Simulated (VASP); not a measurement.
# AgCl (Chlorargyrite) (Fm-3m) in VASP: notebook, part 2 of 2

VASP 6.6.1.

**3. Single point, LDA (volume scaled by 0.96)**

Contents of INCAR:

```
SYSTEM = AgCl
PREC     = Accurate       ! precision mode
ENCUT    = 520            ! plane-wave cutoff, eV
EDIFF    = 1E-7           ! SCF threshold, eV
ISMEAR   = -1             ! smearing method
SIGMA    = 0.05           ! smearing width, eV
LREAL    = .False.        ! projectors in reciprocal space
LASPH    = .True.         ! aspherical terms in the spheres
NELM     = 80             ! most SCF steps
ALGO     = Normal         ! electronic algorithm
ISIF     = 2              ! what is computed and relaxed
LWAVE    = .False.        ! write WAVECAR
LCHARG   = .True.         ! write CHGCAR
LELF     = .True.         ! ELF
LVHAR    = .True.       
NBANDS   = 16             ! bands
```

Contents of KPOINTS:

```
regular mesh
0
Gamma
  8 8 8
  0 0 0
```

Contents of POSCAR:

```
AgCl
1.0
    0.0000000000      2.6980360093      2.6980360093
    2.6980360093      0.0000000000      2.6980360093
    2.6980360093      2.6980360093      0.0000000000
Ag Cl
1 1
Direct
    0.0000000000      0.0000000000      0.0000000000
    0.5000000000      0.5000000000      0.5000000000
```

Potentials or basis: VASP PAW LDA potentials, release 64 (Ag, Cl).

The run is started by

```bash
> cat potpaw_LDA.64/Ag/POTCAR potpaw_LDA.64/Cl/POTCAR > POTCAR
> mpirun -np 1 vasp_std > vasp.out
```

OUTCAR:

```text
SYSTEM = AgCl
   PREC = Accurate
   ENCUT = 520
   EDIFF = 1E-7
   ISMEAR = -1
   LREAL = .False.
   LASPH = .True.
   NELM = 80
   ISIF = 2

 ion  position               nearest neighbor table
   1  0.000  0.000  0.000-   2 2.70   2 2.70   2 2.70   2 2.70   2 2.70   2 2.70
   2  0.500  0.500  0.500-   1 2.70   1 2.70   1 2.70   1 2.70   1 2.70   1 2.70

  LATTYP: Found a face centered cubic cell.
 ALAT       =     5.3960720186

  Lattice vectors:

 A1 = (   0.0000000000,   2.6980360093,   2.6980360093)
 A2 = (   2.6980360093,   0.0000000000,   2.6980360093)
 A3 = (   2.6980360093,   2.6980360093,   0.0000000000)

Analysis of symmetry for initial positions (statically):
=====================================================================
 Subroutine PRICEL returns:
 Original cell was already a primitive cell.

 Routine SETGRP: Setting up the symmetry group for a
 face centered cubic supercell.

 Subroutine GETGRP returns: Found 48 space group operations
 (whereof 48 operations were pure point group operations)
 out of a pool of 48 trial point group operations.

The static configuration has the point symmetry O_h .

[... 153 lines left out ...]
  ext. energy  EPLUGINS =         0.00000000
  ---------------------------------------------------
  free energy    TOTEN  =        -6.78911206 eV

  energy without entropy =       -6.78909125  energy(sigma->0) =       -6.78910166

 E-fermi :   5.0818     XC(G=0): -10.8591

 val. band max:        4.6838449230   @ k =   0.5000   0.0000   0.0000
 cond. band min:       5.3309456163   @ k =   0.0000   0.0000   0.0000
 fundamental gap:      0.6471006933
 Fermi energy:         5.0818492495

 k-point     1 :       0.0000    0.0000    0.0000
  band No.  band energies     occupation
      1     -10.9488      2.00000
      2       1.7926      2.00000
      3       1.7926      2.00000
      4       1.7926      2.00000
      5       1.8373      2.00000
      6       1.8373      2.00000
[... 433 lines left out ...]
      3      -0.0361      2.00000
      4       0.0348      2.00000
      5       2.1766      2.00000
      6       2.2577      2.00000
[... 8 lines left out ...]
     15      18.2649      0.00000
     16      19.7968      0.00000

 [... further k-points ...]
[... 5 lines left out ...]
  --------------------------------------------------------------------------------------
  -------------------------------------------------------------------------------------
  Total       -0.3712894     -0.3712894     -0.3712894     -0.0000000      0.0000000      0.0000000
  in kB      -15.1443244    -15.1443244    -15.1443244     -0.0000000      0.0000000      0.0000000
  external PRESSURE =     -15.1443244 kB  Pullay stress =       0.0000000 kB

 VOLUME and BASIS-vectors are now :
 -----------------------------------------------------------------------------
  energy-cutoff  :      520.00
  volume of cell :       39.28
      direct lattice vectors                 reciprocal lattice vectors
     0.000000000  2.698036009  2.698036009    -0.185319988  0.185319988  0.185319988
     2.698036009  0.000000000  2.698036009     0.185319988 -0.185319988  0.185319988
     2.698036009  2.698036009  0.000000000     0.185319988  0.185319988 -0.185319988

 POSITION                                       TOTAL-FORCE (eV/Angst)
 -----------------------------------------------------------------------------------
      0.00000      0.00000      0.00000         0.000000     -0.000000      0.000000
      2.69804      2.69804      2.69804         0.000000      0.000000     -0.000000
 -----------------------------------------------------------------------------------
    total drift:                                0.000000      0.000000      0.000000

  FREE ENERGIE OF THE ION-ELECTRON SYSTEM (eV)
  ---------------------------------------------------
  free  energy   TOTEN  =        -6.7891120624 eV

  energy  without entropy=       -6.7890912509  energy(sigma->0) =       -6.78910166
```

OSZICAR:

```text
N       E                     dE             d eps       ncg     rms          rms(c)
DAV:   1     0.100473185424E+03    0.10047E+03   -0.87471E+03   952   0.102E+03
DAV:   2    -0.341145431938E+01   -0.10388E+03   -0.96528E+02  1184   0.228E+02
DAV:   3    -0.692164411002E+01   -0.35102E+01   -0.35030E+01  1128   0.437E+01
DAV:   4    -0.694507283189E+01   -0.23429E-01   -0.23427E-01  1176   0.382E+00
DAV:   5    -0.694537103682E+01   -0.29820E-03   -0.29820E-03  1152   0.421E-01    0.800E+00
DAV:   6    -0.679824433518E+01    0.14713E+00   -0.23777E-01  1184   0.673E+00    0.523E+00
DAV:   7    -0.679154162101E+01    0.67027E-02   -0.62667E-02  1128   0.168E+00    0.210E+00
DAV:   8    -0.678919405301E+01    0.23476E-02   -0.34210E-03  1040   0.547E-01    0.269E-01
DAV:   9    -0.678910643482E+01    0.87618E-04   -0.31728E-04  1224   0.218E-01    0.327E-02
DAV:  10    -0.678911156521E+01   -0.51304E-05   -0.13489E-05  1120   0.367E-02    0.113E-02
DAV:  11    -0.678911212095E+01   -0.55574E-06   -0.87600E-07  1168   0.848E-03    0.326E-03
DAV:  12    -0.678911206236E+01    0.58584E-07   -0.14482E-07   856   0.269E-03
   1 F= -.67891121E+01 E0= -.67891017E+01  d E =-.208115E-04
```

It used 26 s of CPU time on 1 thread of AMD EPYC 7R13 Processor (Zen 3), with other jobs on the host.

What came out:

```
Free energy            : -6.7891 eV
Pressure               : -1.5 GPa
Band gap on the k mesh : 0.65 eV, indirect (least direct gap 3.27 eV)
```

**4. Single point, LDA (volume scaled by 0.98)**

Contents of INCAR:

```
SYSTEM = AgCl
ALGO = Normal
EDIFF = 1E-7
ENCUT = 520
ISIF = 2
ISMEAR = -1
LASPH = .True.
LCHARG = .False.
LREAL = .False.
LWAVE = .False.
NBANDS = 16
NELM = 100
PREC = Accurate
SIGMA = 0.05
```

Contents of KPOINTS:

```
k-points
0
Gamma
  8 8 8
  0 0 0
```

Contents of POSCAR:

```
AgCl
1.0
    0.0000000000      2.7166437422      2.7166437422
    2.7166437422      0.0000000000      2.7166437422
    2.7166437422      2.7166437422      0.0000000000
Ag Cl
1 1
Direct
    0.0000000000      0.0000000000      0.0000000000
    0.5000000000      0.5000000000      0.5000000000
```

The run is started by

```bash
> cat potpaw_LDA.64/Ag/POTCAR potpaw_LDA.64/Cl/POTCAR > POTCAR
> mpirun -np 1 vasp_std > vasp.out
```

It used 26 s of CPU time on 1 thread of AMD EPYC 7R13 Processor (Zen 3), on a shared host.

It converged, with:

| Quantity | Value |
| --- | --- |
| Free energy | -6.7786 eV |
| Pressure | -2.7 GPa |
| Band gap on the k mesh | 0.64 eV, indirect (least direct gap 3.19 eV) |

Levels at points of the mesh, in eV from the valence-band top:
```
           k point  band 7  band 8  band 9  band 10  band 11  band 12
(0.00, 0.00, 0.00)   -2.56   -2.56   -2.56     0.64    10.72    10.72
(0.50, 0.00, 0.00)   -1.99    0.00    0.00     3.80     6.69     7.33
(0.50, 0.50, 0.00)   -2.21   -2.21   -2.08     2.02     7.77     8.59
```

 A k mesh can miss the band edges.

**5. Single point, LDA**

Contents of INCAR:

```
SYSTEM = AgCl
ALGO = Normal ; EDIFF = 1E-6
ENCUT = 520 ; GGA = CA
ISIF = 2 ; ISMEAR = -1
LASPH = .True. ; LCHARG = .True.
LELF = .True. ; LREAL = .False.
LVHAR = .True. ; LWAVE = .False.
NBANDS = 16 ; NELM = 60
PREC = Accurate ; SIGMA = 0.05
```

KPOINTS is that of step 4.

Contents of POSCAR:

```
AgCl
1.0
    0.0000000000      2.7350000000      2.7350000000
    2.7350000000      0.0000000000      2.7350000000
    2.7350000000      2.7350000000      0.0000000000
Ag Cl
1 1
Direct
    0.0000000000      0.0000000000      0.0000000000
    0.5000000000      0.5000000000      0.5000000000
```

The run is started by

```bash
> cat potpaw_LDA.64/Ag/POTCAR potpaw_LDA.64/Cl/POTCAR > POTCAR
> mpirun -np 1 vasp_std > vasp.out
```

It used 45 s of CPU time on 1 thread of AMD EPYC 7R13 Processor (Zen 3) (shared host).

Results (log left out):

| Property | Result |
| --- | --- |
| Free energy | -6.7624 eV |
| Pressure | -3.8 GPa |
| Band gap on the k mesh | 0.64 eV, indirect (least direct gap 3.11 eV) |

Levels at points of the mesh, in eV from the valence-band top:
```
           k point  band 5  band 6  band 7  band 8  band 9  band 10  band 11  band 12  band 13  band 14
(0.00, 0.00, 0.00)   -2.66   -2.66   -2.48   -2.48   -2.48     0.64    10.73    10.73    10.73    11.98
(0.50, 0.00, 0.00)   -2.28   -2.28   -1.94    0.00    0.00     3.86     6.57     7.37     7.37    13.44
(0.50, 0.50, 0.00)   -3.08   -2.44   -2.14   -2.14   -2.03     2.05     7.80     8.52    11.44    11.44
```

**6. Single point, LDA (volume scaled by 1.06)**

Contents of INCAR:

```
  PREC = Accurate
  ENCUT = 520
  EDIFF = 1E-6
  ISMEAR = -1
  SIGMA = 0.05
  LREAL = False
  LASPH = True
  NELM = 60
  ALGO = Normal
  ISIF = 2
  LWAVE = False
  LCHARG = False
  NBANDS = 16
```

Contents of KPOINTS:

```
regular mesh
0
Gamma
  8 8 8
```

Contents of POSCAR:

```
AgCl
1.0
    0.0000000000      2.7886410693      2.7886410693
    2.7886410693      0.0000000000      2.7886410693
    2.7886410693      2.7886410693      0.0000000000
Ag Cl
1 1
Direct
    0.0000000000      0.0000000000      0.0000000000
    0.5000000000      0.5000000000      0.5000000000
```

Potentials or basis: VASP PAW LDA potentials, release 64 (Ag, Cl).

The run is started by

```bash
> cat potpaw_LDA.64/Ag/POTCAR potpaw_LDA.64/Cl/POTCAR > POTCAR
> mpirun -np 1 vasp_std > vasp.out
```

It used 30 s of CPU time on 1 thread of AMD EPYC 7R13 Processor (Zen 3), on a shared host.

It converged, with:

* Free energy: -6.6859 eV
* Pressure: -6.2 GPa
* Band gap on the k mesh: 0.65 eV, indirect (least direct gap 2.88 eV)

Levels at points of the mesh, in eV from the valence-band top:
```csv
k point,band 5,band 6,band 7,band 8,band 9,band 10,band 11,band 12,band 13,band 14
"(0.00, 0.00, 0.00)",-2.42,-2.42,-2.24,-2.24,-2.24,0.65,10.74,10.74,10.74,12.06
"(0.50, 0.00, 0.00)",-2.09,-2.09,-1.78,0.00,0.00,4.01,6.25,7.48,7.48,13.22
"(0.50, 0.50, 0.00)",-2.78,-2.23,-1.97,-1.97,-1.90,2.15,7.87,8.33,11.14,11.14
```

**7. Summary**

```csv
level,potentials or basis,cell,k mesh,gap on the mesh (eV),pressure (GPa)
PBE,"VASP PAW PBE potentials, release 64 (Ag, Cl)","a = 3.868 Å, angles 60.0°, 2 atoms",6 × 6 × 6,0.90,3.8
LDA,"VASP PAW LDA potentials, release 64 (Ag, Cl)","a = 3.816 Å, angles 60.0°, 2 atoms",8 × 8 × 8,0.65,-1.5
LDA,"VASP PAW LDA potentials, release 64 (Ag, Cl)","a = 3.842 Å, angles 60.0°, 2 atoms",8 × 8 × 8,0.64,-2.7
LDA,"VASP PAW LDA potentials, release 64 (Ag, Cl)","a = 3.868 Å, angles 60.0°, 2 atoms",8 × 8 × 8,0.64,-3.8
LDA,"VASP PAW LDA potentials, release 64 (Ag, Cl)","a = 3.944 Å, angles 60.0°, 2 atoms",8 × 8 × 8,0.65,-6.2
```

Alike in all rows: task single point; no spin polarisation; cutoff (eV) 520; smearing fermi-dirac 0.05 eV.

Total energies depend on the potentials used, so only differences within one code and one set of settings carry meaning.
